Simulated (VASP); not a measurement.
Wanted: the native input for a VASP 6.6.1 run.

* Task: single point
* Functional: PBE
* Potentials or basis: VASP PAW PBE potentials, release 64 (Se, Pt)
* Cutoff: 520 eV
* k mesh: 12 × 12 × 1
* Occupations: gaussian, width 0.01 eV
* Spin: no spin polarisation
* Dipole correction: yes
* Further INCAR settings: LREAL = Auto; ALGO = Normal; EDIFF = 1e-07; NBANDS = 68

The structure of PtSe2 lies in POSCAR:

```
PtSe2
1.0
    3.7270000000      0.0000000000      0.0000000000
   -1.8635000000      3.2276766799      0.0000000000
    0.0000000000      0.0000000000     69.5199999968
Se Pt
10 5
Direct
    0.6666666667      0.3333333333      0.1332136639
    0.3333333333      0.6666666667      0.1708898637
    0.6666666667      0.3333333333      0.2045165784
    0.3333333333      0.6666666667      0.2420483141
    0.6666666667      0.3333333333      0.2750948046
    0.3333333333      0.6666666667      0.3126497294
    0.6666666667      0.3333333333      0.3456962199
    0.3333333333      0.6666666667      0.3832279556
    0.6666666667      0.3333333333      0.4168546703
    0.3333333333      0.6666666667      0.4545308701
    0.0000000000      0.0000000000      0.1523119009
    0.0000000000      0.0000000000      0.2232821444
    0.0000000000      0.0000000000      0.2938722670
    0.0000000000      0.0000000000      0.3644623896
    0.0000000000      0.0000000000      0.4354326330
```

One way to write it, as run:

INCAR

```
SYSTEM = PtSe2
PREC = Accurate
ENCUT = 520
EDIFF = 1E-7
ISMEAR = 0
SIGMA = 0.01
LREAL = Auto
LASPH = .True.
NELM = 80
ALGO = Normal
ISIF = 2
LWAVE = .False.
LCHARG = .False.
LDIPOL = .True.
IDIPOL = 3
DIPOL = 0.5 0.5 0.294
GGA = PE
NBANDS = 68
```

KPOINTS

```
Automatic mesh
0
Gamma
  12 12 1
  0 0 0
```

Potentials or basis: VASP PAW PBE potentials, release 64 (Se, Pt).

Command:

```sh
$ cat potpaw_PBE.64/Se/POTCAR potpaw_PBE.64/Pt/POTCAR > POTCAR
$ mpirun -np 1 vasp_std > vasp.out
```

Results of the run:

```json
{"Largest force": "0.126 eV/Å", "Band gap on the k mesh": "zero (bands 55 and 56 overlap by 0.39 eV)"}
```

Caveat: spin-orbit coupling is left out, which moves the levels of the heavy elements.

Run time: 29 min on 1 thread of AMD EPYC 9R45 96-Core Processor (Zen 5), with other jobs on the host, peak memory 1.2 GiB.
